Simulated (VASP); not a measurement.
# TiSn2O6 (Cm) in VASP: single point with PBE

Aim: the single point of TiSn2O6 with PBE.

Program: VASP 6.6.1. These are calculated values, not measurements. Logs are shortened: lines on timing, memory, paths and dates and some standing lists are left out, and cuts for length are marked.

### Step 1. The cell of the first run

It takes space group Cm (No. 8, monoclinic). Conventional cell: a = 14.846 Å, b = 3.147 Å, c = 4.935 Å, α = 90.00°, β = 92.05°, γ = 90.00°. Ti (site symmetry m) has 6 O at 1.95 to 2.04 Å within 2.6 Å. Sn (site symmetry m) has 6 O at 2.07 to 2.17 Å within 2.7 Å. Within 2.7 Å of Sn (site symmetry m) lie 6 O at 2.07 to 2.11 Å. Within 2.6 Å of O (site symmetry m) lie 1 Ti at 1.95 Å and 2 Sn at 2.09 Å. O (site symmetry m) has 2 Ti at 1.97 Å and 1 Sn at 2.17 Å and 5 O at 2.49 to 2.80 Å within 2.8 Å. Within 2.8 Å of O (site symmetry m) lie 3 Sn at 2.08 to 2.11 Å and 1 O at 2.69 Å. O (site symmetry m) has 2 Ti at 2.04 Å and 1 Sn at 2.07 Å and 1 O at 2.49 Å within 2.7 Å. Within 2.7 Å of O (site symmetry m) lie 1 Ti at 2.04 Å and 2 Sn at 2.07 Å and 3 O at 2.62 to 2.69 Å.

### Step 2. Single point, PBE

Input file INCAR:

```
ALGO     = Normal         # electronic algorithm
EDIFF    = 1E-6           # SCF threshold, eV
ENCUT    = 520            # plane-wave cutoff, eV
GGA      = PE             # functional
ISIF     = 2              # what is computed and relaxed
ISMEAR   = 0              # smearing method
LASPH    = T              # aspherical terms in the spheres
LCHARG   = F              # write CHGCAR
LREAL    = F              # projectors in reciprocal space
LWAVE    = F              # write WAVECAR
NBANDS   = 48             # bands
NELM     = 100            # most SCF steps
PREC     = Accurate       # precision mode
SIGMA    = 0.1            # smearing width, eV
```

Input file KPOINTS:

```
k-points
0
Gamma
  4 4 4
```

Input file POSCAR:

```
TiSn2O6
1.0
    0.0000000000      3.1468892992      0.0000000000
   -0.1747484567      0.0000000000      4.9316661384
    7.4231145224     -1.5734446496     -0.0030341661
Ti Sn O
1 2 6
Direct
    0.3433501461      0.9743442300      0.6867002923
    0.6577532417      0.0198639283      0.3155064834
    0.9954713291      0.4971589283      0.9909426582
    0.4330030622      0.6952200499      0.8660061244
    0.7830700196      0.8079253682      0.5661400392
    0.0961717632      0.8096558372      0.1923435263
    0.8994474554      0.1832782958      0.7988949108
    0.2293176997      0.1935645365      0.4586353995
    0.5624152828      0.3189888259      0.1248305656
```

Potentials or basis: VASP PAW PBE potentials, release 64 (Ti_sv, Sn_d, O).

Launch:

```console
$ cat potpaw_PBE.64/Ti_sv/POTCAR potpaw_PBE.64/Sn_d/POTCAR potpaw_PBE.64/O/POTCAR > POTCAR
$ mpirun -np 1 vasp_std > vasp.out
```

OUTCAR:

```text
EDIFF = 1E-6
   ENCUT = 520
   GGA = PE
   ISIF = 2
   ISMEAR = 0
   LASPH = T
   LREAL = F
   NELM = 100
   PREC = Accurate

 ion  position               nearest neighbor table
   1  0.343  0.974  0.687-   4 1.95   5 1.97   5 1.97   8 2.04   7 2.04   7 2.04   2 3.19   2 3.19

   2  0.658  0.020  0.316-   8 2.07   8 2.07   6 2.08   6 2.08   9 2.08   5 2.17   1 3.19   1 3.19

   3  0.995  0.497  0.991-   7 2.07   9 2.07   9 2.07   4 2.09   4 2.09   6 2.11
   4  0.433  0.695  0.866-   1 1.95   3 2.09   3 2.09
   5  0.783  0.808  0.566-   1 1.97   1 1.97   2 2.17
   6  0.096  0.810  0.192-   2 2.08   2 2.08   3 2.11
   7  0.899  0.183  0.799-   1 2.04   1 2.04   3 2.07
   8  0.229  0.194  0.459-   1 2.04   2 2.07   2 2.07
   9  0.562  0.319  0.125-   3 2.07   3 2.07   2 2.08

  LATTYP: Found a base centered monoclinic cell.
 ALAT       =    14.8462302850
 B/A-ratio  =     0.2119655454
 C/A-ratio  =     0.3323915288
 COS(beta)  =    -0.0358202216

  Lattice vectors:

 A1 = (   7.4231145224,  -1.5734446496,  -0.0030341661)
 A2 = (   7.4231145224,   1.5734446496,  -0.0030341661)
 A3 = (  -0.1747484567,   0.0000000000,   4.9316661384)

Analysis of symmetry for initial positions (statically):
=====================================================================
 Subroutine PRICEL returns:
 Original cell was already a primitive cell.

 Routine SETGRP: Setting up the symmetry group for a
 base centered monoclinic supercell.

 Subroutine GETGRP returns: Found  2 space group operations
 (whereof  2 operations were pure point group operations)
 out of a pool of  4 trial point group operations.

The static configuration has the point symmetry C_1h.

Analysis of symmetry for dynamics (positions and initial velocities):
=====================================================================
 Subroutine PRICEL returns:
 Original cell was already a primitive cell.

 Routine SETGRP: Setting up the symmetry group for a
 base centered monoclinic supercell.

 Subroutine GETGRP returns: Found  2 space group operations
 (whereof  2 operations were pure point group operations)
 out of a pool of  4 trial point group operations.

The dynamic configuration has the point symmetry C_1h.

 Subroutine INISYM returns: Found  2 space group operations
 (whereof  2 operations are pure point group operations),
 and found     1 'primitive' translations

----------------------------------------------------------------------------------------

                                     Primitive cell

  volume of cell :     115.2007

  direct lattice vectors                    reciprocal lattice vectors
     0.000000000  3.146889299  0.000000000     0.067358147  0.317774127  0.002386766
    -0.174748457  0.000000000  4.931666138     0.000082883  0.000000000  0.202774165
     7.423114522 -1.573444650 -0.003034166     0.134716295  0.000000000  0.004773532

  length of vectors
     3.146889299  4.934761182  7.588041018     0.324843366  0.202774182  0.134800841

  position of ions in fractional coordinates (direct lattice)
     0.343350146  0.974344230  0.686700292
     0.657753242  0.019863928  0.315506483
     0.995471329  0.497158928  0.990942658
     0.433003062  0.695220050  0.866006124
     0.783070020  0.807925368  0.566140039
     0.096171763  0.809655837  0.192343526
     0.899447455  0.183278296  0.798894911
     0.229317700  0.193564536  0.458635399
     0.562415283  0.318988826  0.124830566

  ion indices of the primitive-cell ions
   primitive index   ion index
                 1           1
                 2           2
                 3           3
                 4           4
                 5           5
                 6           6
                 7           7
                 8           8
                 9           9

----------------------------------------------------------------------------------------

 KPOINTS: k-points

Automatic generation of k-mesh.
 Grid dimensions read from file:
 generate k-points for:    4    4    4

 Generating k-lattice:

  Cartesian coordinates                     Fractional coordinates (reciprocal lattice)
     0.016839537  0.079443532  0.000596691     0.250000000  0.000000000  0.000000000
     0.000020721  0.000000000  0.050693541     0.000000000  0.250000000  0.000000000
     0.033679074  0.000000000  0.001193383     0.000000000  0.000000000  0.250000000

  Length of vectors
     0.081210842  0.050693546  0.033700210

  Shift w.r.t. Gamma in fractional coordinates (k-lattice)
     0.000000000  0.000000000  0.000000000

 Subroutine IBZKPT returns following result:
 ===========================================

 Found     24 irreducible k-points:

 Following reciprocal coordinates:
            Coordinates               Weight
  0.000000  0.000000  0.000000      1.000000
  0.250000  0.000000 -0.000000      4.000000
  0.500000  0.000000 -0.000000      2.000000
  0.000000  0.250000  0.000000      2.000000
  0.250000  0.250000  0.000000      4.000000
  0.500000  0.250000  0.000000      4.000000
[... 16 lines left out ...]
  0.000000  0.250000  0.500000      2.000000
  0.000000  0.500000  0.500000      1.000000
   k-points           NKPTS =     24   k-points in BZ     NKDIM =     24   number of bands    NBANDS=     48
   number of dos      NEDOS =    301   number of ions     NIONS =      9
   total plane-waves  NPLWV =  53760
   dimension x,y,z NGX =    24 NGY =   40 NGZ =   56
   dimension x,y,z NGXF=    48 NGYF=   80 NGZF=  112
   ions per type =               1   2   6
   NGX,Y,Z   is equivalent  to a cutoff of  12.68, 13.48, 12.27 a.u.
   NGXF,Y,Z  is equivalent  to a cutoff of  25.36, 26.95, 24.54 a.u.
 SYSTEM =  unknown system
   PREC   = accura    normal or accurate (medium, high low for compatibility)
   ISTART =      0    job   : 0-new  1-cont  2-samecut
   ICHARG =      2    charge: 1-file 2-atom 10-const
   ISPIN  =      1    spin polarized calculation?
   LNONCOLLINEAR =      F non collinear calculations
   LSORBIT =      F    spin-orbit coupling
   LASPH  =      T    aspherical Exc in radial PAW
   ENCUT  =  520.0 eV  38.22 Ry    6.18 a.u.   5.85  9.18 14.11*2*pi/ulx,y,z
   NELM   =    100;   NELMIN=  2; NELMDL= -5     # of ELM steps
   EDIFF  = 0.1E-05   stopping-criterion for ELM
   LREAL  =      F    real-space projection
   EDIFFG = 0.1E-04   stopping-criterion for IOM
   NSW    =      0    number of steps for IOM
   IBRION =     -1    ionic relax: 0-MD 1-quasi-New 2-CG
   NFREE  =      0    steps in history (QN), initial steepest desc. (CG)
   ISIF   =      2    stress and relaxation
   ISYM   =      2    0-nonsym 1-usesym 2-fastsym
   POTIM  = 0.5000    time-step for ionic-motion
   TEBEG  =    0.0;   TEEND  =   0.0 temperature during run
   PSTRESS=    0.0 pullay stress
   NELECT =      76.0000    total number of electrons
   NUPDOWN=      -1.0000    fix difference up-down
   EMIN   =  10.00;   EMAX   =-10.00  energy-range for DOS
   EFERMI =   0.00;   METHOD = LEGACY
   ISMEAR =     0;   SIGMA  =   0.10  broadening in eV -4-tet -1-fermi 0-gaus
   EFERMI_NEDOS =   21; number of points for ismear=-14 and -15
   IALGO  =     38    algorithm
   IMIX   =      4    mixing-type and parameters
     AMIX     =   0.40;   BMIX     =  1.00
     AMIX_MAG =   1.60;   BMIX_MAG =  1.00
  volume/ion in A,a.u.               =      12.80        86.38
  Fermi-wavevector in a.u.,A,eV,Ry     =   1.425151  2.693146 27.634204  2.031057
  Thomas-Fermi vector in A             =   2.545566
   LORBIT       =      0    0 simple, 1 ext, 2 COOP (PROOUT), +10 PAW based schemes
   GGA     = PE    functional components
   LHFCALC =     F    Hartree Fock is set to
   AEXX    =    0.0000 exact exchange contribution
   IVDW    =     0    specifies the selected vdW correction
   LEPSILON=     F    determine dielectric tensor
   LRPA    =     F    only Hartree local field effects (RPA)
 non-spin polarized calculation
 Gauss-broadening in eV      SIGMA  =   0.10
  energy-cutoff  :      520.00
  volume of cell :      115.20
 maximum number of plane-waves:      3128
   NGX = 11   NGY = 19   NGZ = 29

 number of electron      76.0000010 magnetization

 Free energy of the ion-electron system (eV)
  ---------------------------------------------------
  ext. energy  EPLUGINS =         0.00000000
  ---------------------------------------------------
  free energy    TOTEN  =       -63.55172122 eV

  energy without entropy =      -63.55172122  energy(sigma->0) =      -63.55172122

 E-fermi :   4.7628     XC(G=0): -10.5505

 val. band max:        4.1980402191   @ k =   0.0000   0.0000   0.5000
 cond. band min:       6.0433067368   @ k =   0.0000   0.0000   0.0000
 fundamental gap:      1.8452665177
 Fermi energy:         4.7627809166

 k-point     1 :       0.0000    0.0000    0.0000
  band No.  band energies     occupation
      1     -52.4710      2.00000
      2     -28.7179      2.00000
      3     -28.6837      2.00000
      4     -28.5552      2.00000
      5     -16.6469      2.00000
      6     -16.2852      2.00000
[... 40 lines left out ...]
     47      11.3995      0.00000
     48      13.4062      0.00000

 k-point     2 :       0.2500    0.0000   -0.0000
  band No.  band energies     occupation
      1     -52.4614      2.00000
      2     -28.7029      2.00000
      3     -28.6867      2.00000
      4     -28.6639      2.00000
      5     -16.4817      2.00000
      6     -16.3631      2.00000
[... 40 lines left out ...]
     47      13.0894      0.00000
     48      13.2564      0.00000

 k-point     3 :       0.5000    0.0000   -0.0000
  band No.  band energies     occupation
      1     -52.4517      2.00000
      2     -28.8217      2.00000
      3     -28.6847      2.00000
      4     -28.6402      2.00000
      5     -16.7211      2.00000
      6     -16.6053      2.00000
[... 1060 lines left out ...]
     47      11.5829      0.00000
     48      13.4852      0.00000

 k-point    24 :       0.0000    0.5000    0.5000
  band No.  band energies     occupation
      1     -52.4710      2.00000
      2     -28.7177      2.00000
      3     -28.6846      2.00000
      4     -28.5552      2.00000
      5     -16.5512      2.00000
      6     -16.4402      2.00000
[... 40 lines left out ...]
     47      11.6432      0.00000
     48      13.6403      0.00000

------------------------ aborting loop because EDIFF is reached ----------------------------------------

  FORCE on cell =-STRESS in cart. coord.  units (eV):
  Direction    XX          YY          ZZ          XY          YZ          ZX
  --------------------------------------------------------------------------------------
  -------------------------------------------------------------------------------------
  Total        0.3924068      0.6301299      0.2788708      0.0000000      0.0000000     -0.0124188
  in kB        5.4574797      8.7636631      3.8784537      0.0000000      0.0000000     -0.1727164
  external PRESSURE =       6.0331988 kB  Pullay stress =       0.0000000 kB

 VOLUME and BASIS-vectors are now :
 -----------------------------------------------------------------------------
  energy-cutoff  :      520.00
  volume of cell :      115.20
      direct lattice vectors                 reciprocal lattice vectors
     0.000000000  3.146889299  0.000000000     0.067358147  0.317774127  0.002386766
    -0.174748457  0.000000000  4.931666138     0.000082883  0.000000000  0.202774165
     7.423114522 -1.573444650 -0.003034166     0.134716295  0.000000000  0.004773532

 POSITION                                       TOTAL-FORCE (eV/Angst)
 -----------------------------------------------------------------------------------
      4.92719     -0.00000      4.80306         0.020388     -0.000000      0.018160
      2.33857      1.57344      0.09700        -0.022579     -0.000000      0.006564
      7.26900      1.57344      2.44882        -0.000912     -0.000000      0.007495
      6.30697      0.00000      3.42597        -0.004648     -0.000000      0.007926
      4.06134      1.57344      3.98270        -0.012605      0.000000     -0.045479
      1.28630      0.00000      3.99237        -0.021532      0.000000     -0.022807
      5.89826      1.57344      0.90144        -0.000223     -0.000000     -0.004453
      3.37068     -0.00000      0.95320         0.022508     -0.000000      0.048556
      0.87089      1.57344      1.57277         0.019602      0.000000     -0.015962
 -----------------------------------------------------------------------------------
    total drift:                               -0.000089     -0.000153     -0.001211

  FREE ENERGIE OF THE ION-ELECTRON SYSTEM (eV)
  ---------------------------------------------------
  free  energy   TOTEN  =       -63.5517212177 eV

  energy  without entropy=      -63.5517212177  energy(sigma->0) =      -63.55172122
```

Run time: 2.2 min. Hardware: 1 thread of AMD EPYC 7R13 (Zen 3), shared host; peak memory 0.25 GiB.

What came out:

| Quantity | Value |
| --- | --- |
| Free energy | -63.5517 eV |
| Pressure | 0.6 GPa |
| Largest force | 0.054 eV/Å |
| Band gap on the k mesh | 1.85 eV (least direct gap 1.97 eV) |

Forces on the atoms (eV/Å):
```
Ti   0.020  0.000  0.018
Sn  -0.023  0.000  0.007
Sn  -0.001  0.000  0.007
O   -0.005  0.000  0.008
O   -0.013  0.000 -0.045
O   -0.022  0.000 -0.023
O    0.000  0.000 -0.004
O    0.023  0.000  0.049
O    0.020  0.000 -0.016
```

Caveat: the k points lie up to 0.51 Å⁻¹ apart; spin-orbit coupling is left out, which moves the levels of the heavy elements.
